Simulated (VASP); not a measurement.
# Ti (Im-3m) in VASP: further runs

The runs below take Ti through single point, with LDA.

Program: VASP 6.6.1. These are calculated values, not measurements. Logs are shortened: lines on timing, memory, paths and dates and some standing lists are left out, and cuts for length are marked.

### Step 1. The cell of the first run

It takes space group Im-3m (No. 229, cubic). Conventional cell: a = 3.226 Å, b = 3.226 Å, c = 3.226 Å, α = 90.00°, β = 90.00°, γ = 90.00°. Within 3.7 Å of Ti (site symmetry m-3m) lie 14 Ti at 2.79 to 3.23 Å.

### Step 2. Single point, LDA

Input file INCAR:

```
  PREC = Accurate
  ENCUT = 520
  EDIFF = 1E-6
  ISMEAR = 0
  SIGMA = 0.1
  LREAL = F
  LASPH = T
  NELM = 60
  ALGO = Normal
  ISIF = 2
  LWAVE = F
  LCHARG = F
  NBANDS = 12
```

Input file KPOINTS:

```
regular mesh
0
Gamma
  12 12 12
```

Input file POSCAR:

```
Ti
1.0
   -1.6131810665      1.6131810665      1.6131810665
    1.6131810665     -1.6131810665      1.6131810665
    1.6131810665      1.6131810665     -1.6131810665
Ti
1
Direct
    0.0000000000      0.0000000000      0.0000000000
```

Potentials or basis: VASP PAW LDA potentials, release 64 (Ti_sv).

Command:

```sh
cat potpaw_LDA.64/Ti_sv/POTCAR > POTCAR
mpirun -np 1 vasp_std > vasp.out
```

OUTCAR:

```text
PREC = Accurate
   ENCUT = 520
   EDIFF = 1E-6
   ISMEAR = 0
   LREAL = F
   LASPH = T
   NELM = 60
   ISIF = 2

 ion  position               nearest neighbor table
   1  0.000  0.000  0.000-

  LATTYP: Found a body centered cubic cell.
 ALAT       =     3.2263621330

  Lattice vectors:

 A1 = (  -1.6131810665,   1.6131810665,   1.6131810665)
 A2 = (   1.6131810665,  -1.6131810665,   1.6131810665)
 A3 = (   1.6131810665,   1.6131810665,  -1.6131810665)

Analysis of symmetry for initial positions (statically):
=====================================================================
 Subroutine PRICEL returns:
 Original cell was already a primitive cell.

 Routine SETGRP: Setting up the symmetry group for a
 body centered cubic supercell.

 Subroutine GETGRP returns: Found 48 space group operations
 (whereof 48 operations were pure point group operations)
 out of a pool of 48 trial point group operations.

The static configuration has the point symmetry O_h .

Analysis of symmetry for dynamics (positions and initial velocities):
=====================================================================
 Subroutine PRICEL returns:
 Original cell was already a primitive cell.

 Routine SETGRP: Setting up the symmetry group for a
 body centered cubic supercell.

 Subroutine GETGRP returns: Found 48 space group operations
 (whereof 48 operations were pure point group operations)
 out of a pool of 48 trial point group operations.

The dynamic configuration has the point symmetry O_h .

 Subroutine INISYM returns: Found 48 space group operations
 (whereof 48 operations are pure point group operations),
 and found     1 'primitive' translations

----------------------------------------------------------------------------------------

                                     Primitive cell

  volume of cell :      16.7923

  direct lattice vectors                    reciprocal lattice vectors
    -1.613181066  1.613181066  1.613181066     0.000000000  0.309946608  0.309946608
     1.613181066 -1.613181066  1.613181066     0.309946608  0.000000000  0.309946608
     1.613181066  1.613181066 -1.613181066     0.309946608  0.309946608  0.000000000

  length of vectors
     2.794111569  2.794111569  2.794111569     0.438330697  0.438330697  0.438330697

  position of ions in fractional coordinates (direct lattice)
     0.000000000  0.000000000  0.000000000

  ion indices of the primitive-cell ions
   primitive index   ion index
                 1           1

[... 81 lines left out ...]
   PSTRESS=    0.0 pullay stress
   NELECT =      12.0000    total number of electrons
   NUPDOWN=      -1.0000    fix difference up-down
   EMIN   =  10.00;   EMAX   =-10.00  energy-range for DOS
   EFERMI =   0.00;   METHOD = LEGACY
   ISMEAR =     0;   SIGMA  =   0.10  broadening in eV -4-tet -1-fermi 0-gaus
   EFERMI_NEDOS =   21; number of points for ismear=-14 and -15
   IALGO  =     38    algorithm
   IMIX   =      4    mixing-type and parameters
     AMIX     =   0.40;   BMIX     =  1.00
     AMIX_MAG =   1.60;   BMIX_MAG =  1.00
  volume/ion in A,a.u.               =      16.79       113.32
  Fermi-wavevector in a.u.,A,eV,Ry     =   1.463633  2.765865 29.146686  2.142221
  Thomas-Fermi vector in A             =   2.579705
   LORBIT       =      0    0 simple, 1 ext, 2 COOP (PROOUT), +10 PAW based schemes
   GGA     = CA    functional components
   LHFCALC =     F    Hartree Fock is set to
   AEXX    =    0.0000 exact exchange contribution
   IVDW    =     0    specifies the selected vdW correction
   LEPSILON=     F    determine dielectric tensor
   LRPA    =     F    only Hartree local field effects (RPA)
 non-spin polarized calculation
 Gauss-broadening in eV      SIGMA  =   0.10
  energy-cutoff  :      520.00
  volume of cell :       16.79
 maximum number of plane-waves:       468
 NGX is ok and might be reduce to    24
   NGX = 11   NGY = 11   NGZ = 11

 number of electron      11.9999997 magnetization

 Free energy of the ion-electron system (eV)
  ---------------------------------------------------
  ext. energy  EPLUGINS =         0.00000000
  ---------------------------------------------------
  free energy    TOTEN  =        -8.44844081 eV

  energy without entropy =       -8.43836672  energy(sigma->0) =       -8.44340377

 E-fermi :   8.1987     XC(G=0): -11.9418

 val. band max:        8.1692621239   @ k =   0.2500   0.2500   0.0000
 cond. band min:       8.2003093138   @ k =  -0.2500   0.2500   0.2500
 fundamental gap:      0.0310471898
 Fermi energy:         8.1987199854

 k-point     1 :       0.0000    0.0000    0.0000
  band No.  band energies     occupation
      1     -47.5681      2.00000
      2     -23.7506      2.00000
      3     -23.7506      2.00000
      4     -23.7506      2.00000
      5       2.2578      2.00000
      6       9.1778      0.00000
      7       9.1778      0.00000
      8       9.1778      0.00000
      9      11.0290      0.00000
     10      11.0290      0.00000
     11      25.9343      0.00000
     12      25.9343      0.00000
[... 331 lines left out ...]
 k-point    24 :       0.4167    0.0833    0.0833
  band No.  band energies     occupation
      1     -47.4056      2.00000
      2     -24.4726      2.00000
      3     -24.0287      2.00000
      4     -23.8063      2.00000
      5       6.0827      2.00000
      6       7.6318      2.00000
      7       8.9532      0.00000
      8      11.1177      0.00000
      9      11.4000      0.00000
     10      13.5954      0.00000
     11      17.2615      0.00000
     12      21.3575      0.00000

 [... further k-points ...]

------------------------ aborting loop because EDIFF is reached ----------------------------------------

  FORCE on cell =-STRESS in cart. coord.  units (eV):
  Direction    XX          YY          ZZ          XY          YZ          ZX
  --------------------------------------------------------------------------------------
  -------------------------------------------------------------------------------------
  Total       -0.6776830     -0.6776830     -0.6776830      0.0000000      0.0000000      0.0000000
  in kB      -64.6588318    -64.6588318    -64.6588318      0.0000000      0.0000000      0.0000000
  external PRESSURE =     -64.6588318 kB  Pullay stress =       0.0000000 kB

 VOLUME and BASIS-vectors are now :
 -----------------------------------------------------------------------------
  energy-cutoff  :      520.00
  volume of cell :       16.79
      direct lattice vectors                 reciprocal lattice vectors
    -1.613181066  1.613181066  1.613181066     0.000000000  0.309946608  0.309946608
     1.613181066 -1.613181066  1.613181066     0.309946608  0.000000000  0.309946608
     1.613181066  1.613181066 -1.613181066     0.309946608  0.309946608  0.000000000

 POSITION                                       TOTAL-FORCE (eV/Angst)
 -----------------------------------------------------------------------------------
      0.00000      0.00000      0.00000        -0.000000      0.000000      0.000000
 -----------------------------------------------------------------------------------
    total drift:                                0.000000      0.000000     -0.000000

  FREE ENERGIE OF THE ION-ELECTRON SYSTEM (eV)
  ---------------------------------------------------
  free  energy   TOTEN  =        -8.4484408078 eV

  energy  without entropy=       -8.4383667230  energy(sigma->0) =       -8.44340377
```

OSZICAR:

```text
N       E                     dE             d eps       ncg     rms          rms(c)
DAV:   1     0.870648238561E+02    0.87065E+02   -0.67151E+03  1732   0.122E+03
DAV:   2    -0.515934038558E+01   -0.92224E+02   -0.89660E+02  1756   0.302E+02
DAV:   3    -0.936537432162E+01   -0.42060E+01   -0.41680E+01  2384   0.653E+01
DAV:   4    -0.944762790765E+01   -0.82254E-01   -0.82200E-01  1932   0.808E+00
DAV:   5    -0.944946342846E+01   -0.18355E-02   -0.18355E-02  2068   0.110E+00    0.834E+00
DAV:   6    -0.844721046187E+01    0.10023E+01   -0.23190E+00  1880   0.213E+01    0.212E+00
DAV:   7    -0.844062324846E+01    0.65872E-02   -0.70995E-02  2008   0.264E+00    0.125E+00
DAV:   8    -0.844808232235E+01   -0.74591E-02   -0.37112E-02  1848   0.228E+00    0.960E-02
DAV:   9    -0.844840231461E+01   -0.31999E-03   -0.16986E-03  2060   0.401E-01    0.661E-02
DAV:  10    -0.844844277364E+01   -0.40459E-04   -0.30497E-04  1912   0.173E-01    0.207E-02
DAV:  11    -0.844844151159E+01    0.12620E-05   -0.38963E-05  1912   0.865E-02    0.970E-03
DAV:  12    -0.844844080777E+01    0.70383E-06   -0.16302E-06  1856   0.116E-02
   1 F= -.84484408E+01 E0= -.84434038E+01  d E =-.100741E-01
```

stdout:

```text
POSCAR found type information on POSCAR Ti
 POSCAR found :  1 types and       1 ions
 scaLAPACK will be used
 LDA part: xc-table for (Slater(with rela. corr.)+CA(PZ))
 , standard interpolation
 POSCAR, INCAR and KPOINTS ok, starting setup
 FFT: planning ... GRIDC
 FFT: planning ... GRID_SOFT
 FFT: planning ... GRID
 WAVECAR not read
 entering main loop
```

Run time: 4.8 s. Hardware: 1 thread of Intel Xeon 6975P-C (Granite Rapids), shared host; peak memory 0.13 GiB.

What came out:

```yaml
Free_energy: -8.4484 eV
Pressure: -6.5 GPa
Band_gap_on_the_k_mesh: zero (band 6 reaches 9.18 eV, above the bottom of band 7 at 7.59 eV)
```

Levels at points of the mesh, in eV from the Fermi level:
```
           k point  band 2  band 3  band 4  band 5  band 6  band 7  band 8  band 9  band 10  band 11
(0.00, 0.00, 0.00)  -31.95  -31.95  -31.95   -5.94    0.98    0.98    0.98    2.83     2.83    17.74
(0.50, 0.00, 0.00)  -32.72  -32.19  -31.96   -2.53   -0.46    1.35    2.82    3.19     4.45     9.16
(0.50, 0.50, 0.50)  -32.48  -32.48  -32.48   -2.22   -2.22    4.08    4.08    4.08     8.67     8.67
```

### Step 3. Single point, LDA

This run uses another cell than the first one, of 17.32 Å³/atom, 1.032 times its volume.

Input file INCAR:

```
PREC = Accurate
ENCUT = 520
EDIFF = 1E-6
ISMEAR = 0
SIGMA = 0.1
LREAL = False
LASPH = True
NELM = 80
ALGO = Normal
ISIF = 2
LWAVE = False
LCHARG = False
GGA = CA
NBANDS = 12
```

KPOINTS is that of step 2.

Input file POSCAR:

```
Ti
1.0
   -1.6299862453      1.6299862453      1.6299862453
    1.6299862453     -1.6299862453      1.6299862453
    1.6299862453      1.6299862453     -1.6299862453
Ti
1
Direct
    0.0000000000      0.0000000000      0.0000000000
```

Potentials or basis: VASP PAW LDA potentials, release 64 (Ti_sv).

Command:

```sh
cat potpaw_LDA.64/Ti_sv/POTCAR > POTCAR
mpirun -np 1 vasp_std > vasp.out
```

It took 4.4 s on 1 thread of Intel Xeon 6975P-C (Granite Rapids), shared host; peak memory 0.13 GiB.

Results (log left out):

* Free energy: -8.4222 eV
* Pressure: -9.4 GPa
* Band gap on the k mesh: zero (band 6 reaches 8.83 eV, above the bottom of band 7 at 7.27 eV)

Levels at points of the mesh, in eV from the Fermi level:
```
           k point  band 3  band 4  band 5  band 6  band 7  band 8  band 9  band 10
(0.00, 0.00, 0.00)  -32.05  -32.05   -5.89    0.95    0.95    0.95    2.73     2.73
(0.50, 0.00, 0.00)  -32.27  -32.06   -2.46   -0.44    1.24    2.71    3.06     4.27
(0.50, 0.50, 0.50)  -32.53  -32.53   -2.12   -2.12    3.92    3.92    3.92     8.41
```

### Step 4. Single point, LDA

This run uses another cell than the first one, of 17.85 Å³/atom, 1.063 times its volume.

Input file INCAR:

```
PREC     = Accurate       # precision mode
ENCUT    = 520            # plane-wave cutoff, eV
EDIFF    = 1E-7           # SCF threshold, eV
ISMEAR   = 0              # smearing method
SIGMA    = 0.1            # smearing width, eV
LREAL    = False          # projectors in reciprocal space
LASPH    = True           # aspherical terms in the spheres
NELM     = 80             # most SCF steps
ALGO     = Normal         # electronic algorithm
ISIF     = 2              # what is computed and relaxed
LWAVE    = False          # write WAVECAR
LCHARG   = False          # write CHGCAR
NBANDS   = 12             # bands
```

Input file KPOINTS:

```
Automatic mesh
0
Gamma
  12 12 12
```

Input file POSCAR:

```
Ti
1.0
   -1.6464518673      1.6464518673      1.6464518673
    1.6464518673     -1.6464518673      1.6464518673
    1.6464518673      1.6464518673     -1.6464518673
Ti
1
Direct
    0.0000000000      0.0000000000      0.0000000000
```

Command:

```sh
cat potpaw_LDA.64/Ti_sv/POTCAR > POTCAR
mpirun -np 1 vasp_std > vasp.out
```

Wall time 4.8 s (1 thread of Intel Xeon 6975P-C (Granite Rapids), shared host); peak memory 0.13 GiB.

The run converged. Its results:

- Free energy: -8.3871 eV
- Pressure: -11.9 GPa
- Band gap on the k mesh: zero (band 6 reaches 8.49 eV, above the bottom of band 7 at 6.98 eV)

Levels at points of the mesh, in eV from the Fermi level:
```csv
k point,band 4,band 5,band 6,band 7,band 8,band 9
"(0.00, 0.00, 0.00)",-32.14,-5.83,0.92,0.92,0.92,2.63
"(0.50, 0.00, 0.00)",-32.15,-2.39,-0.41,1.15,2.61,2.95
"(0.50, 0.50, 0.50)",-32.58,-2.02,-2.02,3.77,3.77,3.77
```

### Step 5. Single point, LDA

This run uses another cell than the first one, of 18.38 Å³/atom, 1.095 times its volume.

Input file INCAR:

```
ALGO = Normal ; EDIFF = 1E-7
ENCUT = 520 ; GGA = CA
ISIF = 2 ; ISMEAR = 0
LASPH = True ; LCHARG = False
LREAL = False ; LWAVE = False
NBANDS = 12 ; NELM = 60
PREC = Accurate ; SIGMA = 0.1
```

Input file KPOINTS:

```
k-points
0
Gamma
  12 12 12
```

Input file POSCAR:

```
Ti
1.0
   -1.6625945817      1.6625945817      1.6625945817
    1.6625945817     -1.6625945817      1.6625945817
    1.6625945817      1.6625945817     -1.6625945817
Ti
1
Direct
    0.0000000000      0.0000000000      0.0000000000
```

Command:

```sh
cat potpaw_LDA.64/Ti_sv/POTCAR > POTCAR
mpirun -np 1 vasp_std > vasp.out
```

Wall time 5 s (1 thread of Intel Xeon 6975P-C (Granite Rapids), shared host); peak memory 0.13 GiB.

Results (log left out):

```yaml
Free_energy: -8.3443 eV
Pressure: -14.0 GPa
Band_gap_on_the_k_mesh: zero (band 6 reaches 8.17 eV, above the bottom of band 7 at 6.70 eV)
```

Levels at points of the mesh, in eV from the Fermi level:
```tsv
k point	band 2	band 3	band 4	band 5	band 6	band 7	band 8	band 9	band 10	band 11
(0.00, 0.00, 0.00)	-32.23	-32.23	-32.23	-5.76	0.89	0.89	0.89	2.54	2.54	17.08
(0.50, 0.00, 0.00)	-32.81	-32.42	-32.24	-2.32	-0.39	1.07	2.52	2.84	3.95	8.16
(0.50, 0.50, 0.50)	-32.63	-32.63	-32.63	-1.93	-1.93	3.63	3.63	3.63	7.94	7.94
```

### Step 6. Single point, LDA

This run uses another cell than the first one, of 18.91 Å³/atom, 1.126 times its volume.

Input file INCAR:

```
ALGO = Normal
EDIFF = 1E-6
ENCUT = 520
GGA = CA
ISIF = 2
ISMEAR = 0
LASPH = T
LCHARG = T
LELF = T
LREAL = F
LVHAR = T
LWAVE = F
NBANDS = 12
NELM = 80
PREC = Accurate
SIGMA = 0.1
```

KPOINTS is that of step 5.

Input file POSCAR:

```
Ti
1.0
   -1.6784297688      1.6784297688      1.6784297688
    1.6784297688     -1.6784297688      1.6784297688
    1.6784297688      1.6784297688     -1.6784297688
Ti
1
Direct
    0.0000000000      0.0000000000      0.0000000000
```

Potentials or basis: VASP PAW LDA potentials, release 64 (Ti_sv).

Command:

```sh
cat potpaw_LDA.64/Ti_sv/POTCAR > POTCAR
mpirun -np 1 vasp_std > vasp.out
```

Wall time 4.6 s (1 thread of Intel Xeon 6975P-C (Granite Rapids), shared host); peak memory 0.13 GiB.

The run converged. Its results:

```
Free energy            : -8.2952 eV
Pressure               : -15.8 GPa
Band gap on the k mesh : zero (band 6 reaches 7.87 eV, above the bottom of band 7 at 6.43 eV)
```

Levels at points of the mesh, in eV from the Fermi level:
```tsv
k point	band 3	band 4	band 5	band 6	band 7	band 8	band 9	band 10
(0.00, 0.00, 0.00)	-32.32	-32.32	-5.70	0.86	0.86	0.86	2.46	2.46
(0.50, 0.00, 0.00)	-32.49	-32.32	-2.26	-0.36	1.00	2.43	2.74	3.81
(0.50, 0.50, 0.50)	-32.68	-32.68	-1.85	-1.85	3.50	3.50	3.50	7.73
```

### Step 7. The runs side by side

| cell | gap on the mesh (eV) | pressure (GPa) |
| --- | --- | --- |
| a = 2.794 Å, angles 109.5°, 1 atom | none | -6.5 |
| a = 2.823 Å, angles 109.5°, 1 atom | none | -9.4 |
| a = 2.852 Å, angles 109.5°, 1 atom | none | -11.9 |
| a = 2.880 Å, angles 109.5°, 1 atom | none | -14.0 |
| a = 2.907 Å, angles 109.5°, 1 atom | none | -15.8 |

Alike in all rows: task single point; level LDA; potentials or basis VASP PAW LDA potentials, release 64 (Ti_sv); no spin polarisation; k mesh 12 × 12 × 12; cutoff (eV) 520; smearing gaussian 0.1 eV.

Absolute energies hang on the potentials; compare differences alone.
